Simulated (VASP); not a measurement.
# Ti (Fmmm) in VASP: notebook

Runs on Ti. Level: r2SCAN. Tasks: single point.

All numbers are computed with VASP 6.6.1; they aren't measurements. Logs are shortened: lines on timing, memory, paths and dates and some standing lists are left out, and cuts for length are marked.

## (1) The cell of the first run

The structure is orthorhombic, space group Fmmm (No. 69). Conventional cell: a = 3.816 Å, b = 4.060 Å, c = 4.304 Å, α = 90.00°, β = 90.00°, γ = 90.00°. Within 3.9 Å of Ti (site symmetry mmm) lie 14 Ti at 2.79 to 3.82 Å.

## (2) Single point, r2SCAN (strain -0.0600 x Voigt [1, -1, 0, 0, 0, 0])

POSCAR reads:

```
Ti
1.0
    0.0000000000      2.1518000000      2.0300000000
    1.9082000000      0.0000000000      2.0300000000
    1.9082000000      2.1518000000      0.0000000000
Ti
1
Direct
    0.0000000000      0.0000000000      0.0000000000
```

INCAR.step1 reads:

```
SYSTEM = Ti
PREC = Accurate
ENCUT = 520
ISMEAR = 0
SIGMA = 0.15
LREAL = .False.
LASPH = .True.
NELM = 60
NBANDS = 12
GGA = PE
ALGO = Normal
EDIFF = 1E-4
LWAVE = .True.
LCHARG = .False.
```

INCAR.step2 reads:

```
SYSTEM = Ti
PREC = Accurate
ENCUT = 520
EDIFF = 1E-7
ISMEAR = 0
SIGMA = 0.15
LREAL = .False.
LASPH = .True.
NELM = 60
ALGO = Normal
ISIF = 2
LWAVE = .False.
LCHARG = .False.
METAGGA = R2SCAN
LMIXTAU = .True.
NBANDS = 12
ISTART = 1
```

KPOINTS reads:

```
Automatic mesh
0
Gamma
  20 20 20
  0 0 0
```

Potentials or basis: VASP PAW PBE potentials, release 64 (Ti_sv).

On the command line:

```sh
> cat potpaw_PBE.64/Ti_sv/POTCAR > POTCAR
> cp INCAR.step1 INCAR
> mpirun -np 1 vasp_std > vasp.out
> cp INCAR.step2 INCAR
> mpirun -np 1 vasp_std > vasp.out
```

OUTCAR:

```text
SYSTEM = Ti
   PREC = Accurate
   ENCUT = 520
   EDIFF = 1E-7
   ISMEAR = 0
   LREAL = .False.
   LASPH = .True.
   NELM = 60
   ISIF = 2
   METAGGA = R2SCAN
   ISTART = 1

 ion  position               nearest neighbor table
   1  0.000  0.000  0.000-

  LATTYP: Found a face centered orthorhombic cell.
 ALAT       =     3.8164000000
 B/A-ratio  =     1.0638297872
 C/A-ratio  =     1.1276595745

  Lattice vectors:

 A1 = (   0.0000000000,   2.1518000000,  -2.0300000000)
 A2 = (   1.9082000000,   2.1518000000,   0.0000000000)
 A3 = (   1.9082000000,   0.0000000000,  -2.0300000000)

Analysis of symmetry for initial positions (statically):
=====================================================================
 Subroutine PRICEL returns:
 Original cell was already a primitive cell.

 Routine SETGRP: Setting up the symmetry group for a
 face centered orthorhombic supercell.

 Subroutine GETGRP returns: Found  8 space group operations
 (whereof  8 operations were pure point group operations)
 out of a pool of  8 trial point group operations.

The static configuration has the point symmetry D_2h.

Analysis of symmetry for dynamics (positions and initial velocities):
=====================================================================
 Subroutine PRICEL returns:
 Original cell was already a primitive cell.

 Routine SETGRP: Setting up the symmetry group for a
 face centered orthorhombic supercell.

 Subroutine GETGRP returns: Found  8 space group operations
 (whereof  8 operations were pure point group operations)
 out of a pool of  8 trial point group operations.

The dynamic configuration has the point symmetry D_2h.

 Subroutine INISYM returns: Found  8 space group operations
 (whereof  8 operations are pure point group operations),
 and found     1 'primitive' translations

----------------------------------------------------------------------------------------

                                     Primitive cell

  volume of cell :      16.6706

  direct lattice vectors                    reciprocal lattice vectors
     0.000000000  2.151800000  2.030000000    -0.262027041  0.232363603  0.246305419
     1.908200000  0.000000000  2.030000000     0.262027041 -0.232363603  0.246305419
     1.908200000  2.151800000  0.000000000     0.262027041  0.232363603 -0.246305419

  length of vectors
     2.958233128  2.786059447  2.876016426     0.428155782  0.428155782  0.428155782

  position of ions in fractional coordinates (direct lattice)
     0.000000000  0.000000000  0.000000000

  ion indices of the primitive-cell ions
   primitive index   ion index
                 1           1

----------------------------------------------------------------------------------------

 KPOINTS: Automatic mesh

Automatic generation of k-mesh.
 Grid dimensions read from file:
 generate k-points for:   20   20   20

 Generating k-lattice:

  Cartesian coordinates                     Fractional coordinates (reciprocal lattice)
    -0.013101352  0.011618180  0.012315271     0.050000000  0.000000000  0.000000000
     0.013101352 -0.011618180  0.012315271    -0.000000000  0.050000000 -0.000000000
     0.013101352  0.011618180 -0.012315271     0.000000000  0.000000000  0.050000000

  Length of vectors
     0.021407789  0.021407789  0.021407789

  Shift w.r.t. Gamma in fractional coordinates (k-lattice)
     0.000000000  0.000000000  0.000000000

 Subroutine IBZKPT returns following result:
 ===========================================

 Found   1166 irreducible k-points:

 Following reciprocal coordinates:
            Coordinates               Weight
  0.000000  0.000000  0.000000      1.000000
  0.050000 -0.000000 -0.000000      8.000000
  0.100000  0.000000 -0.000000      8.000000
  0.150000  0.000000  0.000000      8.000000
  0.200000  0.000000 -0.000000      8.000000
  0.250000  0.000000 -0.000000      8.000000
[... 16 lines left out ...]
 -0.400000  0.050000  0.000000      8.000000
 -0.350000  0.050000  0.000000      8.000000
 [... further k-points ...]
   k-points           NKPTS =   1166   k-points in BZ     NKDIM =   1166   number of bands    NBANDS=     12
   number of dos      NEDOS =    301   number of ions     NIONS =      1
   total plane-waves  NPLWV =  13824
   dimension x,y,z NGX =    24 NGY =   24 NGZ =   24
   dimension x,y,z NGXF=    48 NGYF=   48 NGZF=   48
   ions per type =               1
   NGX,Y,Z   is equivalent  to a cutoff of  13.49, 14.32, 13.87 a.u.
   NGXF,Y,Z  is equivalent  to a cutoff of  26.97, 28.64, 27.75 a.u.
 SYSTEM =  Ti
   PREC   = accura    normal or accurate (medium, high low for compatibility)
   ISTART =      1    job   : 0-new  1-cont  2-samecut
   ICHARG =      0    charge: 1-file 2-atom 10-const
   ISPIN  =      1    spin polarized calculation?
   LNONCOLLINEAR =      F non collinear calculations
   LSORBIT =      F    spin-orbit coupling
   LASPH  =      T    aspherical Exc in radial PAW
   ENCUT  =  520.0 eV  38.22 Ry    6.18 a.u.   5.50  5.18  5.35*2*pi/ulx,y,z
   NELM   =     60;   NELMIN=  2; NELMDL=  0     # of ELM steps
   EDIFF  = 0.1E-06   stopping-criterion for ELM
   LREAL  =      F    real-space projection
   EDIFFG = 0.1E-05   stopping-criterion for IOM
   NSW    =      0    number of steps for IOM
   IBRION =     -1    ionic relax: 0-MD 1-quasi-New 2-CG
   NFREE  =      0    steps in history (QN), initial steepest desc. (CG)
   ISIF   =      2    stress and relaxation
   ISYM   =      2    0-nonsym 1-usesym 2-fastsym
   POTIM  = 0.5000    time-step for ionic-motion
   TEBEG  =    0.0;   TEEND  =   0.0 temperature during run
   PSTRESS=    0.0 pullay stress
   NELECT =      12.0000    total number of electrons
   NUPDOWN=      -1.0000    fix difference up-down
   EMIN   =  10.00;   EMAX   =-10.00  energy-range for DOS
   EFERMI =   0.00;   METHOD = LEGACY
   ISMEAR =     0;   SIGMA  =   0.15  broadening in eV -4-tet -1-fermi 0-gaus
   EFERMI_NEDOS =   21; number of points for ismear=-14 and -15
   IALGO  =     38    algorithm
   IMIX   =      4    mixing-type and parameters
     AMIX     =   0.40;   BMIX     =  1.00
     AMIX_MAG =   1.60;   BMIX_MAG =  1.00
  volume/ion in A,a.u.               =      16.67       112.50
  Fermi-wavevector in a.u.,A,eV,Ry     =   1.467184  2.772576 29.288301  2.152629
  Thomas-Fermi vector in A             =   2.582832
   LORBIT       =      0    0 simple, 1 ext, 2 COOP (PROOUT), +10 PAW based schemes
   METAGGA = R2SCAN    functional components
   LHFCALC =     F    Hartree Fock is set to
   AEXX    =    0.0000 exact exchange contribution
   IVDW    =     0    specifies the selected vdW correction
   LEPSILON=     F    determine dielectric tensor
   LRPA    =     F    only Hartree local field effects (RPA)
 non-spin polarized calculation
 Gauss-broadening in eV      SIGMA  =   0.15
  energy-cutoff  :      520.00
  volume of cell :       16.67
 maximum number of plane-waves:       462
 NGX is ok and might be reduce to    24
   NGX = 11   NGY = 11   NGZ = 11

 number of electron      12.0000002 magnetization

 Free energy of the ion-electron system (eV)
  ---------------------------------------------------
  ext. energy  EPLUGINS =         0.00000000
  ---------------------------------------------------
  free energy    TOTEN  =       -12.86430834 eV

  energy without entropy =      -12.84490673  energy(sigma->0) =      -12.85460753

 E-fermi :   8.6550     XC(G=0): -12.6204

 val. band max:        8.6537945328   @ k =  -0.4500   0.0500   0.3000
 cond. band min:       8.6551507362   @ k =  -0.1500  -0.0000   0.1500
 fundamental gap:      0.0013562034
 Fermi energy:         8.6550435349

 k-point     1 :       0.0000    0.0000    0.0000
  band No.  band energies     occupation
      1     -50.2959      2.00000
      2     -25.0521      2.00000
      3     -25.0448      2.00000
      4     -25.0439      2.00000
      5       2.1274      2.00000
      6       9.2576      0.00000
      7       9.8011      0.00000
      8      10.2263      0.00000
      9      11.0394      0.00000
     10      12.0113      0.00000
     11      24.8798      0.00000
     12      28.2362      0.00000

 k-point     2 :       0.0500   -0.0000   -0.0000
  band No.  band energies     occupation
      1     -50.2922      2.00000
      2     -25.0675      2.00000
      3     -25.0530      2.00000
      4     -25.0457      2.00000
      5       2.2153      2.00000
      6       9.2687      0.00000
      7       9.7985      0.00000
      8      10.2190      0.00000
      9      11.0290      0.00000
     10      11.9806      0.00000
     11      24.9526      0.00000
     12      28.0924      0.00000

 k-point     3 :       0.1000    0.0000   -0.0000
  band No.  band energies     occupation
      1     -50.2814      2.00000
      2     -25.1263      2.00000
      3     -25.0642      2.00000
      4     -25.0492      2.00000
      5       2.4743      2.00000
      6       9.2714      0.00000
      7       9.7731      0.00000
      8      10.2351      0.00000
      9      11.0168      0.00000
     10      11.8991      0.00000
     11      25.1039      0.00000
     12      27.3504      0.00000
[... 286 lines left out ...]
 k-point    23 :      -0.4000    0.0500    0.0000
  band No.  band energies     occupation
      1     -50.1506      2.00000
      2     -25.7925      2.00000
      3     -25.1977      2.00000
      4     -25.0984      2.00000
      5       5.7780      2.00000
      6       8.8744      0.03866
      7       9.2447      0.00000
      8      10.2031      0.00000
      9      12.3114      0.00000
     10      12.8013      0.00000
     11      18.5225      0.00000
     12      24.0040      0.00000

 k-point    24 :      -0.3500    0.0500    0.0000
  band No.  band energies     occupation
      1     -50.1658      2.00000
      2     -25.7161      2.00000
      3     -25.1847      2.00000
      4     -25.0927      2.00000
      5       5.4625      2.00000
      6       8.6831      0.79161
      7       9.3041      0.00000
      8      10.2947      0.00000
      9      12.0538      0.00000
     10      12.5417      0.00000
     11      19.5581      0.00000
     12      24.3703      0.00000

 [... further k-points ...]

------------------------ aborting loop because EDIFF is reached ----------------------------------------

  FORCE on cell =-STRESS in cart. coord.  units (eV):
  Direction    XX          YY          ZZ          XY          YZ          ZX
  --------------------------------------------------------------------------------------
  -------------------------------------------------------------------------------------
  Total        0.7166668      0.3571119      0.5197250      0.0000000      0.0000000      0.0000000
  in kB       68.8772877     34.3212490     49.9496377      0.0000000      0.0000000      0.0000000
  external PRESSURE =      51.0493915 kB  Pullay stress =       0.0000000 kB

 VOLUME and BASIS-vectors are now :
 -----------------------------------------------------------------------------
  energy-cutoff  :      520.00
  volume of cell :       16.67
      direct lattice vectors                 reciprocal lattice vectors
     0.000000000  2.151800000  2.030000000    -0.262027041  0.232363603  0.246305419
     1.908200000  0.000000000  2.030000000     0.262027041 -0.232363603  0.246305419
     1.908200000  2.151800000  0.000000000     0.262027041  0.232363603 -0.246305419

 POSITION                                       TOTAL-FORCE (eV/Angst)
 -----------------------------------------------------------------------------------
      0.00000      0.00000      0.00000         0.000000      0.000000      0.000000
 -----------------------------------------------------------------------------------
    total drift:                               -0.000000      0.000000     -0.000000

  FREE ENERGIE OF THE ION-ELECTRON SYSTEM (eV)
  ---------------------------------------------------
  free  energy   TOTEN  =       -12.8643083374 eV

  energy  without entropy=      -12.8449067314  energy(sigma->0) =      -12.85460753
```

Run time: 5.7 min. Hardware: 1 thread of Intel Xeon 6975P-C (Granite Rapids), shared host; peak memory 0.33 GiB.

What came out:

```yaml
Free_energy: -12.8643 eV
Pressure: 5.1 GPa
Band_gap_on_the_k_mesh: zero (bands 6 and 7 overlap by 1.51 eV)
```

Caveat: the cell differs from its parent crystal (strain -0.0600 x Voigt [1, -1, 0, 0, 0, 0]); the cell stands under pressure; the PAW data sets were made with another functional, which shifts forces and pressure a little.

(Part 1 of 2 ends here.)
